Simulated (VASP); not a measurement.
# C (P6_3/mmc) in VASP: notebook

The runs below take C through single point, with r2SCAN.

Everything below comes from runs of VASP 6.6.1. Logs are shortened: lines on timing, memory, paths and dates and some standing lists are left out, and cuts for length are marked.

### 1 The cell of the first run

Symmetry: P6_3/mmc, No. 194, hexagonal system. The conventional cell has a = 2.480 Å, b = 2.480 Å, c = 29.552 Å, α = 90.00°, β = 90.00°, γ = 120.00°. Within 1.9 Å of C (site symmetry 3m) lie 3 C at 1.43 Å. C (site symmetry 3m) has 3 C at 1.43 Å within 1.9 Å. C (site symmetry -6m2) has 3 C at 1.43 Å within 1.9 Å. Within 1.9 Å of C (site symmetry -6m2) lie 3 C at 1.43 Å.

### 2 Single point, r2SCAN (biaxial strain in the a-b plane: +1.0 %, then relaxed in part)

File POSCAR:

```
C
1.0
    2.4804261447      0.0000000000      0.0000000000
   -1.2402130724      2.1481120535      0.0000000000
    0.0000000000      0.0000000000     29.5522434822
C
12
Direct
    0.6666666667      0.3333333333      0.6304890735
    0.6666666667      0.3333333333      0.1304930064
    0.6666666667      0.3333333333      0.3695069936
    0.6666666667      0.3333333333      0.8695109265
    0.0000000000      0.0000000000      0.2500000000
    0.3333333333      0.6666666667      0.8695069936
    0.0000000000      0.0000000000      0.7500000000
    0.6666666667      0.3333333333      0.2500000000
    0.3333333333      0.6666666667      0.3695109265
    0.3333333333      0.6666666667      0.7500000000
    0.3333333333      0.6666666667      0.1304890735
    0.3333333333      0.6666666667      0.6304930064
```

File INCAR.step1:

```
PREC = Accurate ; ENCUT = 520
ISMEAR = 0 ; SIGMA = 0.1
LREAL = F ; LASPH = T
NELM = 80 ; NBANDS = 36
GGA = PE ; ALGO = Normal
EDIFF = 1E-4 ; LWAVE = T
LCHARG = F
```

File INCAR.step2:

```
PREC = Accurate ; ENCUT = 520
EDIFF = 1E-6 ; ISMEAR = 0
SIGMA = 0.1 ; LREAL = F
LASPH = T ; NELM = 80
ALGO = Normal ; ISIF = 2
LWAVE = F ; LCHARG = F
METAGGA = R2SCAN ; LMIXTAU = T
NBANDS = 36 ; ISTART = 1
```

File KPOINTS:

```
regular mesh
0
Gamma
  18 18 2
```

Potentials or basis: VASP PAW PBE potentials, release 64 (C).

Run with:

```
$ cat potpaw_PBE.64/C/POTCAR > POTCAR
$ cp INCAR.step1 INCAR
$ mpirun -np 1 vasp_std > vasp.out
$ cp INCAR.step2 INCAR
$ mpirun -np 1 vasp_std > vasp.out
```

OUTCAR:

```text
PREC = Accurate
   ENCUT = 520
   EDIFF = 1E-6
   ISMEAR = 0
   LREAL = F
   LASPH = T
   NELM = 80
   ISIF = 2
   METAGGA = R2SCAN
   ISTART = 1

 ion  position               nearest neighbor table
   1  0.667  0.333  0.630-  12 1.43  12 1.43  12 1.43
   2  0.667  0.333  0.130-  11 1.43  11 1.43  11 1.43
   3  0.667  0.333  0.370-   9 1.43   9 1.43   9 1.43
   4  0.667  0.333  0.870-   6 1.43   6 1.43   6 1.43
   5  0.000  0.000  0.250-   8 1.43   8 1.43   8 1.43
   6  0.333  0.667  0.870-   4 1.43   4 1.43   4 1.43
   7  0.000  0.000  0.750-  10 1.43  10 1.43  10 1.43
   8  0.667  0.333  0.250-   5 1.43   5 1.43   5 1.43
   9  0.333  0.667  0.370-   3 1.43   3 1.43   3 1.43
  10  0.333  0.667  0.750-   7 1.43   7 1.43   7 1.43
  11  0.333  0.667  0.130-   2 1.43   2 1.43   2 1.43
  12  0.333  0.667  0.630-   1 1.43   1 1.43   1 1.43

  LATTYP: Found a hexagonal cell.
 ALAT       =     2.4804261447
 C/A-ratio  =    11.9141799668

  Lattice vectors:

 A1 = (   2.4804261447,   0.0000000000,   0.0000000000)
 A2 = (  -1.2402130724,   2.1481120535,   0.0000000000)
 A3 = (   0.0000000000,   0.0000000000,  29.5522434822)

Analysis of symmetry for initial positions (statically):
=====================================================================
 Subroutine PRICEL returns:
 Original cell was already a primitive cell.

 Routine SETGRP: Setting up the symmetry group for a
 hexagonal supercell.

 Subroutine GETGRP returns: Found 24 space group operations
 (whereof 12 operations were pure point group operations)
 out of a pool of 24 trial point group operations.

The static configuration has the point symmetry D_3d.
 The point group associated with its full space group is D_6h.

Analysis of symmetry for dynamics (positions and initial velocities):
=====================================================================
 Subroutine PRICEL returns:
 Original cell was already a primitive cell.

 Routine SETGRP: Setting up the symmetry group for a
 hexagonal supercell.

 Subroutine GETGRP returns: Found 24 space group operations
 (whereof 12 operations were pure point group operations)
 out of a pool of 24 trial point group operations.

The dynamic configuration has the point symmetry D_3d.
 The point group associated with its full space group is D_6h.

 Subroutine INISYM returns: Found 24 space group operations
 (whereof 12 operations are pure point group operations),
 and found     1 'primitive' translations

----------------------------------------------------------------------------------------

                                     Primitive cell

  volume of cell :     157.4612

  direct lattice vectors                    reciprocal lattice vectors
     2.480426145  0.000000000  0.000000000     0.403156531  0.232762532  0.000000000
    -1.240213072  2.148112053  0.000000000     0.000000000  0.465525063  0.000000000
     0.000000000  0.000000000 29.552243482     0.000000000  0.000000000  0.033838378

  length of vectors
     2.480426145  2.480426145 29.552243482     0.465525063  0.465525063  0.033838378

  position of ions in fractional coordinates (direct lattice)
     0.666666667  0.333333333  0.630489074
     0.666666667  0.333333333  0.130493006
     0.666666667  0.333333333  0.369506994
     0.666666667  0.333333333  0.869510926
     0.000000000  0.000000000  0.250000000
     0.333333333  0.666666667  0.869506994
     0.000000000  0.000000000  0.750000000
     0.666666667  0.333333333  0.250000000
     0.333333333  0.666666667  0.369510926
     0.333333333  0.666666667  0.750000000
     0.333333333  0.666666667  0.130489074
     0.333333333  0.666666667  0.630493006

  ion indices of the primitive-cell ions
   primitive index   ion index
                 1           1
                 2           2
                 3           3
                 4           4
                 5           5
                 6           6
                 7           7
                 8           8
                 9           9
                10          10
                11          11
                12          12

----------------------------------------------------------------------------------------

 KPOINTS: regular mesh

Automatic generation of k-mesh.
 Grid dimensions read from file:
 generate k-points for:   18   18    2

 Generating k-lattice:

  Cartesian coordinates                     Fractional coordinates (reciprocal lattice)
     0.022397585  0.012931252  0.000000000     0.055555556  0.000000000  0.000000000
     0.000000000  0.025862504  0.000000000     0.000000000  0.055555556  0.000000000
     0.000000000  0.000000000  0.016919189     0.000000000  0.000000000  0.500000000

  Length of vectors
     0.025862504  0.025862504  0.016919189

  Shift w.r.t. Gamma in fractional coordinates (k-lattice)
     0.000000000  0.000000000  0.000000000

 Subroutine IBZKPT returns following result:
 ===========================================

 Found     74 irreducible k-points:

 Following reciprocal coordinates:
            Coordinates               Weight
  0.000000  0.000000  0.000000      1.000000
  0.055556  0.000000  0.000000      6.000000
  0.111111  0.000000  0.000000      6.000000
  0.166667  0.000000  0.000000      6.000000
  0.222222 -0.000000  0.000000      6.000000
  0.277778  0.000000  0.000000      6.000000
[... 16 lines left out ...]
  0.333333  0.111111  0.000000     12.000000
  0.388889  0.111111  0.000000     12.000000
 [... further k-points ...]
   k-points           NKPTS =     74   k-points in BZ     NKDIM =     74   number of bands    NBANDS=     36
   number of dos      NEDOS =    301   number of ions     NIONS =     12
   total plane-waves  NPLWV =  72576
   dimension x,y,z NGX =    18 NGY =   18 NGZ =  224
   dimension x,y,z NGXF=    36 NGYF=   36 NGZF=  448
   ions per type =              12
   NGX,Y,Z   is equivalent  to a cutoff of  12.06, 12.06, 12.60 a.u.
   NGXF,Y,Z  is equivalent  to a cutoff of  24.13, 24.13, 25.20 a.u.
 SYSTEM =  unknown system
   PREC   = accura    normal or accurate (medium, high low for compatibility)
   ISTART =      1    job   : 0-new  1-cont  2-samecut
   ICHARG =      0    charge: 1-file 2-atom 10-const
   ISPIN  =      1    spin polarized calculation?
   LNONCOLLINEAR =      F non collinear calculations
   LSORBIT =      F    spin-orbit coupling
   LASPH  =      T    aspherical Exc in radial PAW
   ENCUT  =  520.0 eV  38.22 Ry    6.18 a.u.   4.61  4.61 54.95*2*pi/ulx,y,z
   NELM   =     80;   NELMIN=  2; NELMDL=  0     # of ELM steps
   EDIFF  = 0.1E-05   stopping-criterion for ELM
   LREAL  =      F    real-space projection
   EDIFFG = 0.1E-04   stopping-criterion for IOM
   NSW    =      0    number of steps for IOM
   IBRION =     -1    ionic relax: 0-MD 1-quasi-New 2-CG
   NFREE  =      0    steps in history (QN), initial steepest desc. (CG)
   ISIF   =      2    stress and relaxation
   ISYM   =      2    0-nonsym 1-usesym 2-fastsym
   POTIM  = 0.5000    time-step for ionic-motion
   TEBEG  =    0.0;   TEEND  =   0.0 temperature during run
   PSTRESS=    0.0 pullay stress
   NELECT =      48.0000    total number of electrons
   NUPDOWN=      -1.0000    fix difference up-down
   EMIN   =  10.00;   EMAX   =-10.00  energy-range for DOS
   EFERMI =   0.00;   METHOD = LEGACY
   ISMEAR =     0;   SIGMA  =   0.10  broadening in eV -4-tet -1-fermi 0-gaus
   EFERMI_NEDOS =   21; number of points for ismear=-14 and -15
   IALGO  =     38    algorithm
   IMIX   =      4    mixing-type and parameters
     AMIX     =   0.40;   BMIX     =  1.00
     AMIX_MAG =   1.60;   BMIX_MAG =  1.00
  volume/ion in A,a.u.               =      13.12        88.55
  Fermi-wavevector in a.u.,A,eV,Ry     =   1.101786  2.082074 16.516560  1.213933
  Thomas-Fermi vector in A             =   2.238219
   LORBIT       =      0    0 simple, 1 ext, 2 COOP (PROOUT), +10 PAW based schemes
   METAGGA = R2SCAN    functional components
   LHFCALC =     F    Hartree Fock is set to
   AEXX    =    0.0000 exact exchange contribution
   IVDW    =     0    specifies the selected vdW correction
   LEPSILON=     F    determine dielectric tensor
   LRPA    =     F    only Hartree local field effects (RPA)
 non-spin polarized calculation
 Gauss-broadening in eV      SIGMA  =   0.10
  energy-cutoff  :      520.00
  volume of cell :      157.46
 maximum number of plane-waves:      4288
   NGX =  9   NGY =  9   NGZ =109

 number of electron      47.9999989 magnetization

 Free energy of the ion-electron system (eV)
  ---------------------------------------------------
  ext. energy  EPLUGINS =         0.00000000
  ---------------------------------------------------
  free energy    TOTEN  =      -119.12084539 eV

  energy without entropy =     -119.11806774  energy(sigma->0) =     -119.11945656

 E-fermi :   1.6925     XC(G=0):  -8.0193

 val. band max:        1.6890008775   @ k =   0.3333   0.3333   0.0000
 cond. band min:       1.6967008862   @ k =   0.3333   0.3333   0.0000
 fundamental gap:      0.0077000087
 Fermi energy:         1.6924618961

 k-point     1 :       0.0000    0.0000    0.0000
  band No.  band energies     occupation
      1     -18.9755      2.00000
      2     -18.9754      2.00000
      3     -18.9103      2.00000
      4     -18.9102      2.00000
      5     -18.8338      2.00000
      6     -18.8338      2.00000
[... 28 lines left out ...]
     35      10.2220      0.00000
     36      10.2255      0.00000

 k-point     2 :       0.0556    0.0000    0.0000
  band No.  band energies     occupation
      1     -18.8989      2.00000
      2     -18.8988      2.00000
      3     -18.8340      2.00000
      4     -18.8340      2.00000
      5     -18.7579      2.00000
      6     -18.7579      2.00000
[... 28 lines left out ...]
     35      10.2782      0.00000
     36      10.2921      0.00000

 k-point     3 :       0.1111    0.0000    0.0000
  band No.  band energies     occupation
      1     -18.6695      2.00000
      2     -18.6695      2.00000
      3     -18.6055      2.00000
      4     -18.6055      2.00000
      5     -18.5305      2.00000
      6     -18.5304      2.00000
[... 28 lines left out ...]
     35      10.3464      0.00000
     36      10.3481      0.00000

 k-point     4 :       0.1667    0.0000    0.0000
  band No.  band energies     occupation
      1     -18.2885      2.00000
      2     -18.2885      2.00000
      3     -18.2260      2.00000
      4     -18.2260      2.00000
      5     -18.1527      2.00000
      6     -18.1526      2.00000
[... 28 lines left out ...]
     35      10.2866      0.00000
     36      10.2897      0.00000

 k-point     5 :       0.2222   -0.0000    0.0000
  band No.  band energies     occupation
      1     -17.7581      2.00000
      2     -17.7581      2.00000
      3     -17.6977      2.00000
      4     -17.6977      2.00000
      5     -17.6266      2.00000
      6     -17.6266      2.00000
[... 655 lines left out ...]
 k-point    22 :       0.2778    0.1111    0.0000
  band No.  band energies     occupation
      1     -16.0458      2.00000
      2     -16.0458      2.00000
      3     -15.9922      2.00000
      4     -15.9922      2.00000
      5     -15.9283      2.00000
      6     -15.9283      2.00000
[... 28 lines left out ...]
     35      10.5265      0.00000
     36      10.7291      0.00000

 k-point    23 :       0.3333    0.1111    0.0000
  band No.  band energies     occupation
      1     -15.1074      2.00000
      2     -15.1073      2.00000
      3     -15.0577      2.00000
      4     -15.0577      2.00000
      5     -14.9981      2.00000
      6     -14.9981      2.00000
[... 28 lines left out ...]
     35      10.6162      0.00000
     36      10.6588      0.00000

 k-point    24 :       0.3889    0.1111    0.0000
  band No.  band energies     occupation
      1     -14.0833      2.00000
      2     -14.0833      2.00000
      3     -14.0400      2.00000
      4     -14.0400      2.00000
      5     -13.9871      2.00000
      6     -13.9871      2.00000
[... 28 lines left out ...]
     35      10.6218      0.00000
     36      10.6221      0.00000

 [... further k-points ...]

------------------------ aborting loop because EDIFF is reached ----------------------------------------

  FORCE on cell =-STRESS in cart. coord.  units (eV):
  Direction    XX          YY          ZZ          XY          YZ          ZX
  --------------------------------------------------------------------------------------
  -------------------------------------------------------------------------------------
  Total       -7.5124461     -7.5124461     -0.0758582      0.0000000     -0.0000000      0.0000000
  in kB      -76.4395750    -76.4395750     -0.7718613      0.0000000     -0.0000000      0.0000000
  external PRESSURE =     -51.2170037 kB  Pullay stress =       0.0000000 kB

 VOLUME and BASIS-vectors are now :
 -----------------------------------------------------------------------------
  energy-cutoff  :      520.00
  volume of cell :      157.46
      direct lattice vectors                 reciprocal lattice vectors
     2.480426145  0.000000000  0.000000000     0.403156531  0.232762532  0.000000000
    -1.240213072  2.148112053  0.000000000     0.000000000  0.465525063  0.000000000
     0.000000000  0.000000000 29.552243482     0.000000000  0.000000000  0.033838378

 POSITION                                       TOTAL-FORCE (eV/Angst)
 -----------------------------------------------------------------------------------
      1.24021      0.71604     18.63237         0.000000      0.000000     -0.000124
      1.24021      0.71604      3.85636         0.000000     -0.000000     -0.000385
      1.24021      0.71604     10.91976         0.000000     -0.000000      0.000385
      1.24021      0.71604     25.69600        -0.000000     -0.000000      0.000124
      0.00000      0.00000      7.38806        -0.000000      0.000000     -0.000000
     -0.00000      1.43207     25.69588         0.000000      0.000000      0.000385
      0.00000      0.00000     22.16418         0.000000     -0.000000     -0.000000
      1.24021      0.71604      7.38806        -0.000000     -0.000000      0.000000
     -0.00000      1.43207     10.91988        -0.000000     -0.000000      0.000124
     -0.00000      1.43207     22.16418         0.000000      0.000000      0.000000
     -0.00000      1.43207      3.85624        -0.000000      0.000000     -0.000124
     -0.00000      1.43207     18.63248         0.000000      0.000000     -0.000385
 -----------------------------------------------------------------------------------
    total drift:                               -0.000000      0.000000      0.000000

  FREE ENERGIE OF THE ION-ELECTRON SYSTEM (eV)
  ---------------------------------------------------
  free  energy   TOTEN  =      -119.1208453861 eV

  energy  without entropy=     -119.1180677375  energy(sigma->0) =     -119.11945656
```

It took 30 min on 1 thread of AMD EPYC 9R45 (Zen 5), shared host; peak memory 0.42 GiB.

What came out:

- Free energy: -119.1208 eV
- Pressure: -5.1 GPa

Stress tensor (GPa, compression positive):
```
-7.64  0.00  0.00
 0.00 -7.64  0.00
 0.00  0.00 -0.08
```

Caveat: the cell differs from its parent crystal (biaxial strain in the a-b plane: +1.0 %, then relaxed in part); the cell stands under tension; the PAW data sets were made with another functional, which shifts forces and pressure a little.

### 3 Single point, r2SCAN (biaxial strain in the a-b plane: +2.0 %)

POSCAR, as its differences from that of step 2:

```diff
@@ -2,5 +2,5 @@
 1.0
-    2.4804261447      0.0000000000      0.0000000000
-   -1.2402130724      2.1481120535      0.0000000000
-    0.0000000000      0.0000000000     29.5522434822
+    2.5049848194      0.0000000000      0.0000000000
+   -1.2524924097      2.1693804897      0.0000000000
+    0.0000000000      0.0000000000     29.3141229484
 C
```

File INCAR.step1:

```
SYSTEM = C
ALGO = Normal ; EDIFF = 1E-4
ENCUT = 520 ; GGA = PE
ISMEAR = 0 ; LASPH = .True.
LCHARG = .False. ; LREAL = .False.
LWAVE = .True. ; NBANDS = 36
NELM = 80 ; PREC = Accurate
SIGMA = 0.1
```

File INCAR.step2:

```
SYSTEM = C
ALGO = Normal ; EDIFF = 1E-6
ENCUT = 520 ; ISIF = 2
ISMEAR = 0 ; ISTART = 1
LASPH = .True. ; LCHARG = .False.
LMIXTAU = .True. ; LREAL = .False.
LWAVE = .False. ; METAGGA = R2SCAN
NBANDS = 36 ; NELM = 80
PREC = Accurate ; SIGMA = 0.1
```

File KPOINTS:

```
k-points
0
Gamma
  18 18 2
  0 0 0
```

Potentials or basis: VASP PAW PBE potentials, release 64 (C).

Run with:

```
$ cat potpaw_PBE.64/C/POTCAR > POTCAR
$ cp INCAR.step1 INCAR
$ mpirun -np 1 vasp_std > vasp.out
$ cp INCAR.step2 INCAR
$ mpirun -np 1 vasp_std > vasp.out
```

It took 37 min on 1 thread of AMD EPYC 9R45 (Zen 5), shared host; peak memory 0.46 GiB.

The run converged. Its results:

```yaml
Free_energy: -118.8974 eV
Pressure: -10.2 GPa
Largest_force: 0.005 eV/Å
```

Forces on the atoms (eV/Å):
```
C    0.000  0.000 -0.005
C    0.000  0.000 -0.004
C    0.000  0.000  0.004
C    0.000  0.000  0.005
C    0.000  0.000  0.000
C    0.000  0.000  0.004
C    0.000  0.000  0.000
C    0.000  0.000  0.000
C    0.000  0.000  0.005
C    0.000  0.000  0.000
C    0.000  0.000 -0.005
C    0.000  0.000 -0.004
```

Stress tensor (GPa, compression positive):
```
-15.39   0.00   0.00
  0.00 -15.39   0.00
  0.00   0.00   0.04
```

Levels at points of the mesh, in eV from the Fermi level:
| k point | band 20 | band 21 | band 22 | band 23 | band 24 | band 25 | band 26 | band 27 | band 28 | band 29 |
| --- | --- | --- | --- | --- | --- | --- | --- | --- | --- | --- |
| (0.00, 0.00, 0.00) | -3.23 | -3.22 | -3.22 | -3.22 | -3.22 | 3.68 | 3.86 | 4.47 | 5.22 | 5.56 |
| (0.50, 0.00, 0.00) | -2.64 | -2.41 | -2.41 | -2.22 | -2.22 | 1.61 | 1.61 | 1.76 | 1.76 | 2.04 |
| (0.00, 0.00, 0.50) | -3.23 | -3.22 | -3.22 | -3.22 | -3.22 | 3.75 | 3.75 | 4.76 | 4.76 | 6.16 |
| (0.50, 0.00, 0.50) | -2.64 | -2.41 | -2.41 | -2.22 | -2.22 | 1.61 | 1.61 | 1.76 | 1.76 | 2.04 |

Caveat: the cell differs from its parent crystal (biaxial strain in the a-b plane: +2.0 %); the cell stands under tension; the PAW data sets were made with another functional, which shifts forces and pressure a little.
